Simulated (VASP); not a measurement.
# MgO (Fm-3m) in VASP: further runs, part 2 of 2

VASP 6.6.1. The steps go on from the part before.

**3. Relaxation of cell and atoms, RPBE+D3(BJ)**

INCAR reads:

```
ALGO = Normal ; EDIFF = 1E-7
EDIFFG = -0.005 ; ENCUT = 600
GGA = RP ; IBRION = 2
ISIF = 3 ; ISMEAR = -1
IVDW = 12 ; LASPH = T
LCHARG = F ; LREAL = F
LWAVE = F ; NELM = 60
NSW = 80 ; PREC = Accurate
SIGMA = 0.05
```

KPOINTS reads:

```
k-points
0
Gamma
  11 11 11
```

POSCAR reads:

```
MgO
1.0
    0.0000000000      2.0970013927      2.0970013927
    2.0970013927      0.0000000000      2.0970013927
    2.0970013927      2.0970013927      0.0000000000
Mg O
1 1
Direct
    0.0000000000      0.0000000000      0.0000000000
    0.5000000000      0.5000000000      0.5000000000
```

Potentials or basis: VASP PAW PBE potentials, release 64 (Mg, O).

Run with:

```bash
$ cat potpaw_PBE.64/Mg/POTCAR potpaw_PBE.64/O/POTCAR > POTCAR
$ mpirun -np 1 vasp_std > vasp.out
```

OUTCAR:

```text
EDIFF = 1E-7
   EDIFFG = -0.005
   ENCUT = 600
   GGA = RP
   IBRION = 2
   ISIF = 3
   ISMEAR = -1
   IVDW = 12
   LASPH = T
   LREAL = F
   NELM = 60
   NSW = 80
   PREC = Accurate
 IVDW          = 12

 ion  position               nearest neighbor table
   1  0.000  0.000  0.000-   2 2.10   2 2.10   2 2.10   2 2.10   2 2.10   2 2.10
   2  0.500  0.500  0.500-   1 2.10   1 2.10   1 2.10   1 2.10   1 2.10   1 2.10

  LATTYP: Found a face centered cubic cell.
 ALAT       =     4.1940027854

  Lattice vectors:

 A1 = (   0.0000000000,   2.0970013927,   2.0970013927)
 A2 = (   2.0970013927,   0.0000000000,   2.0970013927)
 A3 = (   2.0970013927,   2.0970013927,   0.0000000000)

Analysis of symmetry for initial positions (statically):
=====================================================================
 Subroutine PRICEL returns:
 Original cell was already a primitive cell.

 Routine SETGRP: Setting up the symmetry group for a
 face centered cubic supercell.

 Subroutine GETGRP returns: Found 48 space group operations
 (whereof 48 operations were pure point group operations)
 out of a pool of 48 trial point group operations.

The static configuration has the point symmetry O_h .

Analysis of symmetry for dynamics (positions and initial velocities):
=====================================================================
 Subroutine PRICEL returns:
 Original cell was already a primitive cell.

 Routine SETGRP: Setting up the symmetry group for a
 face centered cubic supercell.

 Subroutine GETGRP returns: Found 48 space group operations
 (whereof 48 operations were pure point group operations)
 out of a pool of 48 trial point group operations.

The dynamic configuration has the point symmetry O_h .

 Subroutine INISYM returns: Found 48 space group operations
 (whereof 48 operations are pure point group operations),
 and found     1 'primitive' translations

----------------------------------------------------------------------------------------

                                     Primitive cell

  volume of cell :      18.4428

  direct lattice vectors                    reciprocal lattice vectors
[... 99 lines left out ...]
   NUPDOWN=      -1.0000    fix difference up-down
   EMIN   =  10.00;   EMAX   =-10.00  energy-range for DOS
   EFERMI =   0.00;   METHOD = LEGACY
   ISMEAR =    -1;   SIGMA  =   0.05  broadening in eV -4-tet -1-fermi 0-gaus
   EFERMI_NEDOS =   21; number of points for ismear=-14 and -15
   IALGO  =     38    algorithm
   IMIX   =      4    mixing-type and parameters
     AMIX     =   0.40;   BMIX     =  1.00
     AMIX_MAG =   1.60;   BMIX_MAG =  1.00
  volume/ion in A,a.u.               =       9.22        62.23
  Fermi-wavevector in a.u.,A,eV,Ry     =   1.239261  2.341864 20.895389  1.535768
  Thomas-Fermi vector in A             =   2.373752
   LORBIT       =      0    0 simple, 1 ext, 2 COOP (PROOUT), +10 PAW based schemes
   GGA     = RP    functional components
   LHFCALC =     F    Hartree Fock is set to
   AEXX    =    0.0000 exact exchange contribution
   IVDW    =    12    specifies the selected vdW correction
   LEPSILON=     F    determine dielectric tensor
   LRPA    =     F    only Hartree local field effects (RPA)
 conjugate gradient relaxation of ions
 non-spin polarized calculation
  energy-cutoff  :      600.00
  volume of cell :       18.44
 maximum number of plane-waves:       626
   NGX = 11   NGY = 11   NGZ = 11

--------------------------------------- Ionic step        1  -------------------------------------------

 number of electron       8.0000004 magnetization

 Free energy of the ion-electron system (eV)
  ---------------------------------------------------
  ext. energy  EPLUGINS =         0.00000000
  ---------------------------------------------------
  free energy    TOTEN  =       -11.20630885 eV

  energy without entropy =      -11.20630885  energy(sigma->0) =      -11.20630885

------------------------ aborting loop because EDIFF is reached ----------------------------------------

 Edisp (eV)   -2.63755

 E8    (eV) :    -1.5918
[... 71 lines left out ...]
--------------------------------------- Ionic step        3  -------------------------------------------

 number of electron       7.9999998 magnetization

 Free energy of the ion-electron system (eV)
  ---------------------------------------------------
  ext. energy  EPLUGINS =         0.00000000
  ---------------------------------------------------
  free energy    TOTEN  =       -11.00567881 eV

  energy without entropy =      -11.00567881  energy(sigma->0) =      -11.00567881

 E-fermi :   5.1557     XC(G=0): -11.3597

 val. band max:        4.1651299845   @ k =   0.0000   0.0000   0.0000
 cond. band min:      10.0739899569   @ k =   0.0000   0.0000   0.0000
 fundamental gap:      5.9088599724
 Fermi energy:         5.1556989390

 k-point     1 :       0.0000    0.0000    0.0000
  band No.  band energies     occupation
      1     -13.7358      2.00000
      2       4.1651      2.00000
      3       4.1651      2.00000
      4       4.1651      2.00000
      5      10.0740      0.00000
      6      20.6883      0.00000
      7      20.6883      0.00000
      8      20.6883      0.00000
[... 243 lines left out ...]
 k-point    24 :      -0.1818    0.1818    0.0000
  band No.  band energies     occupation
      1     -12.8092      2.00000
      2       1.1054      2.00000
      3       2.9171      2.00000
      4       3.7116      2.00000
      5      13.3726      0.00000
      6      16.8752      0.00000
      7      20.9765      0.00000
      8      23.0653      0.00000

 [... further k-points ...]

------------------------ aborting loop because EDIFF is reached ----------------------------------------

 Edisp (eV)   -2.92450

 E8    (eV) :    -1.7700
[... 25 lines left out ...]
  FREE ENERGIE OF THE ION-ELECTRON SYSTEM (eV)
  ---------------------------------------------------
  free  energy   TOTEN  =       -13.9301738765 eV

  energy  without entropy=      -13.9301738764  energy(sigma->0) =      -13.93017388

 reached required accuracy - stopping structural energy minimisation
```

Run time: 29 s. Hardware: 1 thread of Intel Xeon 8259CL, shared host; peak memory 0.16 GiB.

What came out:

```
Free energy                            : -13.9302 eV
Relaxed volume                         : 8.42 Å³/atom
Relaxed cell                           : a = 2.877 Å, b = 2.877 Å, c = 2.877 Å, α = 60.00°, β = 60.00°, γ = 60.00°
Space group after relaxing (to 0.05 Å) : Fm-3m (No. 225)
Energy gained by relaxing              : 43.2 meV/atom
Ionic steps                            : 3
Pressure after relaxing                : 0.0 GPa
Band gap on the k mesh                 : 5.91 eV, direct
Dispersion energy per atom             : -1.462 eV
```

The path:
| step | energy change (eV) | largest force (eV/Å) | pressure (GPa) | volume (Å³) |
| --- | --- | --- | --- | --- |
| 1 | 0.0000 | 0.0000 | -15.89 | 18.44 |
| 2 | -0.0641 | 0.0000 | 10.20 | 16.11 |
| 3 | -0.0863 | 0.0000 | -0.01 | 16.84 |

Final structure:
```
Mg O
1.0
     0.00000    2.03423    2.03423
     2.03423    0.00000    2.03423
     2.03423    2.03423    0.00000
Mg O
1 1
Direct
  0.00000 0.00000 0.00000
  0.50000 0.50000 0.50000
```

Levels at points of the mesh, in eV from the valence-band top:
| k point | band 2 | band 3 | band 4 | band 5 | band 6 | band 7 |
| --- | --- | --- | --- | --- | --- | --- |
| (0.00, 0.00, 0.00) | 0.00 | 0.00 | 0.00 | 5.91 | 16.52 | 16.52 |

Caveat: the PAW data sets were made with another functional, which shifts forces and pressure a little.

**4. Relaxation of cell and atoms, BLYP**

INCAR reads:

```
AGGAC = 1.0 ; AGGAX = 1.0
ALDAC = 0.0 ; ALDAX = 1.0
ALGO = Normal ; EDIFF = 1E-6
EDIFFG = -0.01 ; ENCUT = 600
GGA = B5 ; IBRION = 2
ISIF = 3 ; ISMEAR = -1
LASPH = True ; LCHARG = False
LREAL = False ; LWAVE = False
NELM = 80 ; NSW = 80
PREC = Accurate ; SIGMA = 0.05
```

KPOINTS is that of step 3.

POSCAR is that of step 3.

Run with:

```bash
$ cat potpaw_PBE.64/Mg/POTCAR potpaw_PBE.64/O/POTCAR > POTCAR
$ mpirun -np 1 vasp_std > vasp.out
```

Wall time 56 s (1 thread of Intel Xeon 8259CL, shared host); peak memory 0.15 GiB.

Results (log left out):

- Free energy: -11.3508 eV
- Relaxed volume: 9.71 Å³/atom
- Relaxed cell: a = 3.017 Å, b = 3.017 Å, c = 3.017 Å, α = 60.00°, β = 60.00°, γ = 60.00°
- Space group after relaxing (to 0.05 Å): Fm-3m (No. 225)
- Energy gained by relaxing: 12.6 meV/atom
- Ionic steps: 3
- Pressure after relaxing: 0.0 GPa
- Band gap on the k mesh: 4.64 eV, direct

Step by step:
| step | energy change (eV) | largest force (eV/Å) | pressure (GPa) | volume (Å³) |
| --- | --- | --- | --- | --- |
| 1 | 0.0000 | 0.0000 | 8.51 | 18.44 |
| 2 | -0.0222 | 0.0000 | -2.58 | 19.78 |
| 3 | -0.0251 | 0.0000 | -0.01 | 19.43 |

Final structure:
```
Mg O
1.0
     0.00000    2.13365    2.13365
     2.13365    0.00000    2.13365
     2.13365    2.13365    0.00000
Mg O
1 1
Direct
  0.00000 0.00000 0.00000
  0.50000 0.50000 0.50000
```

Levels at points of the mesh, in eV from the valence-band top:
```
           k point  band 2  band 3  band 4  band 5  band 6  band 7
(0.00, 0.00, 0.00)    0.00    0.00    0.00    4.64   15.76   15.76
```

Caveat: the PAW data sets were made with another functional, which shifts forces and pressure a little. A hybrid or GW would open this gap; BLYP tends to underestimate it.

**5. Single point, r2SCAN**

This run uses another cell than the first one, of 8.67 Å³/atom, 0.940 times its volume.

POSCAR reads:

```
MgO
1.0
    0.0000000000      2.0541934342      2.0541934342
    2.0541934342      0.0000000000      2.0541934342
    2.0541934342      2.0541934342      0.0000000000
Mg O
1 1
Direct
    0.0000000000      0.0000000000      0.0000000000
    0.5000000000      0.5000000000      0.5000000000
```

INCAR.step1 reads:

```
PREC = Accurate
ENCUT = 660
ISMEAR = -1
SIGMA = 0.05
LREAL = False
LASPH = True
NELM = 120
NBANDS = 15
GGA = PE
ALGO = Normal
EDIFF = 1E-5
LWAVE = True
LCHARG = False
GGA_COMPAT = False
```

INCAR.step2 reads:

```
PREC = Accurate
ENCUT = 660
EDIFF = 1E-6
ISMEAR = -1
SIGMA = 0.05
LREAL = False
LASPH = True
NELM = 120
ALGO = Normal
ISIF = 2
LWAVE = False
LCHARG = True
METAGGA = R2SCAN
LMIXTAU = True
LELF = True
LVHAR = True
NBANDS = 15
ISTART = 1
GGA_COMPAT = False
```

KPOINTS reads:

```
regular mesh
0
Gamma
  11 11 11
```

Potentials or basis: VASP PAW PBE potentials, release 64 (Mg_sv, O).

Run with:

```bash
$ cat potpaw_PBE.64/Mg_sv/POTCAR potpaw_PBE.64/O/POTCAR > POTCAR
$ cp INCAR.step1 INCAR
$ mpirun -np 1 vasp_std > vasp.out
$ cp INCAR.step2 INCAR
$ mpirun -np 1 vasp_std > vasp.out
```

Run time: 43 s. Hardware: 1 thread of Intel Xeon Platinum 8259CL at 2.50GHz (Skylake/Cascade Lake), shared host; peak memory 0.15 GiB.

The run converged. Its results:

```
Free energy            : -16.1177 eV
Pressure               : 13.4 GPa
Band gap on the k mesh : 6.45 eV, direct
```

Levels at points of the mesh, in eV from the valence-band top:
```csv
k point,band 4,band 5,band 6,band 7,band 8,band 9,band 10,band 11,band 12,band 13
"(0.00, 0.00, 0.00)",-39.78,-18.58,0.00,0.00,0.00,6.45,17.30,17.30,17.30,21.63
```

Caveat: the PAW data sets were made with another functional, which shifts forces and pressure a little. r2SCAN opens gaps a little over a GGA but as a rule still falls short of measured ones.

**6. The runs side by side**

```csv
task,level,potentials or basis,cell,cutoff (eV),second run,gap on the mesh (eV),pressure (GPa),relaxed volume (Å³/atom)
relaxation of cell and atoms,PBEsol+D4,"VASP PAW PBE potentials, release 64 (Mg, O)","relaxed from a = 2.966 Å, angles 60.0°, 2 atoms",600,-,4.76,-0.2,-
relaxation of cell and atoms,RPBE+D3(BJ),"VASP PAW PBE potentials, release 64 (Mg, O)","relaxed from a = 2.966 Å, angles 60.0°, 2 atoms",600,-,5.91,0.0,8.42
relaxation of cell and atoms,BLYP,"VASP PAW PBE potentials, release 64 (Mg, O)","relaxed from a = 2.966 Å, angles 60.0°, 2 atoms",600,-,4.64,0.0,9.71
single point,r2SCAN,"VASP PAW PBE potentials, release 64 (Mg_sv, O)","a = 2.905 Å, angles 60.0°, 2 atoms",660,valence_matched,6.45,13.4,-
```

Alike in all rows: no spin polarisation; k mesh 11 × 11 × 11; smearing fermi-dirac 0.05 eV.

Caveats: the PAW data sets were made with another functional, which shifts forces and pressure a little; the relaxation stopped at its first step, so nothing moved (some runs).

Total energies depend on the potentials used, so only differences within one code and one set of settings carry meaning.
